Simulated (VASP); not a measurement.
Write the native input for VASP 6.6.1 that does the following.

| Quantity | Value |
| --- | --- |
| Task | single point |
| Functional | PBEsol |
| Potentials or basis | VASP PAW PBE potentials, release 64 (In_d, Se) |
| Cutoff | 520 eV |
| k mesh | 6 × 6 × 2 |
| Occupations | fermi-dirac, width 0.05 eV |
| Spin | no spin polarisation |
| Dipole correction | no |
| Further INCAR settings | ALGO = Normal; EDIFF = 1e-07; NBANDS = 48 |

The structure of InSe lies in POSCAR:

```
InSe
1.0
    4.1282759014      0.0000000000      0.0000000000
   -2.0641379508      3.5751918045      0.0000000000
    0.0000000000      0.0000000000     18.0520649100
In Se
4 4
Direct
    0.3333333333      0.6666666667      0.0773904900
    0.3333333333      0.6666666667      0.9226095100
    0.0000000000      0.0000000000      0.4226063200
    0.0000000000      0.0000000000      0.5773936800
    0.3333333333      0.6666666667      0.3529842800
    0.3333333333      0.6666666667      0.6470157200
    0.6666666667      0.3333333333      0.1469999300
    0.6666666667      0.3333333333      0.8530000700
```

The input as run:

INCAR

```
SYSTEM = InSe
PREC     = Accurate       ! precision mode
ENCUT    = 520            ! plane-wave cutoff, eV
EDIFF    = 1E-7           ! SCF threshold, eV
ISMEAR   = -1             ! smearing method
SIGMA    = 0.05           ! smearing width, eV
LREAL    = .False.        ! projectors in reciprocal space
LASPH    = .True.         ! aspherical terms in the spheres
NELM     = 60             ! most SCF steps
ALGO     = Normal         ! electronic algorithm
ISIF     = 2              ! what is computed and relaxed
LWAVE    = .False.        ! write WAVECAR
LCHARG   = .False.        ! write CHGCAR
GGA      = PS             ! functional
NBANDS   = 48             ! bands
```

KPOINTS

```
Automatic mesh
0
Gamma
  6 6 2
  0 0 0
```

Potentials or basis: VASP PAW PBE potentials, release 64 (In_d, Se).

Command:

```bash
$ cat potpaw_PBE.64/In_d/POTCAR potpaw_PBE.64/Se/POTCAR > POTCAR
$ mpirun -np 1 vasp_std > vasp.out
```

It gave:

* Pressure: -2.3 GPa
* Largest force: 0.231 eV/Å
* Band gap on the k mesh: 0.41 eV

Caveat: the PAW data sets were made with another functional, which shifts forces and pressure a little; spin-orbit coupling is left out, which moves the levels of the heavy elements; this functional lacks dispersion, which binds the layers, so the pressure and a relaxed spacing across them are unreliable.

It took 2.2 min on 1 thread of Intel(R) Xeon(R) 6975P-C (Granite Rapids) (shared host), peak memory 0.44 GiB.
